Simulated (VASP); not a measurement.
Set up this calculation in VASP 6.6.1, as the native input.

```
Task                   : single point
Functional             : r2SCAN
Potentials or basis    : VASP PAW PBE potentials, release 64 (Zn, S)
Cutoff                 : 520 eV
k mesh                 : 6 × 6 × 4
Occupations            : gaussian, width 0.02 eV
Spin                   : no spin polarisation
Dipole correction      : no
Further INCAR settings : ALGO = Normal; EDIFF = 1e-06; NBANDS = 26
```

ZnS:

```
CELL_PARAMETERS angstrom
3.73237 0.00000 0.00000
-1.86618 3.23232 0.00000
0.00000 0.00000 6.13454
ATOMIC_POSITIONS crystal
Zn 0.33333 0.66667 0.00064
Zn 0.66667 0.33333 0.50064
S 0.33333 0.66667 0.37436
S 0.66667 0.33333 0.87436
```

These files were run (other wordings do the same):

POSCAR

```
ZnS
1.0
    3.7323666701      0.0000000000      0.0000000000
   -1.8661833350      3.2323243526      0.0000000000
    0.0000000000      0.0000000000      6.1345447449
Zn S
2 2
Direct
    0.3333333333      0.6666666667      0.0006407327
    0.6666666667      0.3333333333      0.5006407327
    0.3333333333      0.6666666667      0.3743592673
    0.6666666667      0.3333333333      0.8743592673
```

INCAR.step1

```
  PREC = Accurate
  ENCUT = 520
  ISMEAR = 0
  SIGMA = 0.02
  LREAL = False
  LASPH = True
  NELM = 60
  NBANDS = 26
  GGA = PE
  ALGO = Normal
  EDIFF = 1E-4
  LWAVE = True
  LCHARG = False
```

INCAR.step2

```
  PREC = Accurate
  ENCUT = 520
  EDIFF = 1E-6
  ISMEAR = 0
  SIGMA = 0.02
  LREAL = False
  LASPH = True
  NELM = 60
  ALGO = Normal
  ISIF = 2
  LWAVE = False
  LCHARG = False
  METAGGA = R2SCAN
  LMIXTAU = True
  NBANDS = 26
  ISTART = 1
```

KPOINTS

```
regular mesh
0
Gamma
  6 6 4
```

Potentials or basis: VASP PAW PBE potentials, release 64 (Zn, S).

Command:

```sh
$ cat potpaw_PBE.64/Zn/POTCAR potpaw_PBE.64/S/POTCAR > POTCAR
$ cp INCAR.step1 INCAR
$ mpirun -np 1 vasp_std > vasp.out
$ cp INCAR.step2 INCAR
$ mpirun -np 1 vasp_std > vasp.out
```

It gave:

```
Pressure               : 5.1 GPa
Largest force          : 0.018 eV/Å
Band gap on the k mesh : 3.06 eV, direct
```

Caveat: the PAW data sets were made with another functional, which shifts forces and pressure a little.

It took 70 s on 1 thread of Intel(R) Xeon(R) 6975P-C (Granite Rapids), on a shared host, peak memory 0.2 GiB.
